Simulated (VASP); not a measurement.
Set up this calculation in VASP 6.6.1, as the native input.

```
Task                   : single point
Functional             : r2SCAN
Potentials or basis    : VASP PAW PBE potentials, release 64 (Pb_d, O)
Cutoff                 : 520 eV
k mesh                 : 8 × 8 × 8
Occupations            : fermi-dirac, width 0.02 eV
Spin                   : no spin polarisation
Dipole correction      : no
Further INCAR settings : ALGO = Normal; EDIFF = 1e-06; NBANDS = 17
```

PbO:

```
Pb O
1.0
     3.17937    0.00000    0.00000
     0.00000    3.17937    0.00000
     0.00000    0.00000    3.17937
Pb O
1 1
Cartesian
  0.0000 0.0000 0.0000
  1.5897 1.5897 1.5897
```

The input as run:

POSCAR

```
PbO
1.0
    3.1793716483      0.0000000000      0.0000000000
    0.0000000000      3.1793716483      0.0000000000
    0.0000000000      0.0000000000      3.1793716483
Pb O
1 1
Direct
    0.0000000000      0.0000000000      0.0000000000
    0.5000000000      0.5000000000      0.5000000000
```

INCAR.step1

```
SYSTEM = PbO
PREC = Accurate
ENCUT = 520
ISMEAR = -1
SIGMA = 0.02
LREAL = .False.
LASPH = .True.
NELM = 60
NBANDS = 17
GGA = PE
ALGO = Normal
EDIFF = 1E-4
LWAVE = .True.
LCHARG = .False.
```

INCAR.step2

```
SYSTEM = PbO
PREC = Accurate
ENCUT = 520
EDIFF = 1E-6
ISMEAR = -1
SIGMA = 0.02
LREAL = .False.
LASPH = .True.
NELM = 60
ALGO = Normal
ISIF = 2
LWAVE = .False.
LCHARG = .False.
METAGGA = R2SCAN
LMIXTAU = .True.
NBANDS = 17
ISTART = 1
```

KPOINTS

```
regular mesh
0
Gamma
  8 8 8
  0 0 0
```

Potentials or basis: VASP PAW PBE potentials, release 64 (Pb_d, O).

Command:

```bash
$ cat potpaw_PBE.64/Pb_d/POTCAR potpaw_PBE.64/O/POTCAR > POTCAR
$ cp INCAR.step1 INCAR
$ mpirun -np 1 vasp_std > vasp.out
$ cp INCAR.step2 INCAR
$ mpirun -np 1 vasp_std > vasp.out
```

It gave:

| Quantity | Value |
| --- | --- |
| Pressure | 0.2 GPa |
| Band gap on the k mesh | 0.41 eV, indirect (least direct gap 0.46 eV) |

Caveat: the PAW data sets were made with another functional, which shifts forces and pressure a little; spin-orbit coupling is left out, which moves the levels of the heavy elements.

It took 35 s on 1 thread of Intel Xeon 6975P-C, on a shared host, peak memory 0.15 GiB.
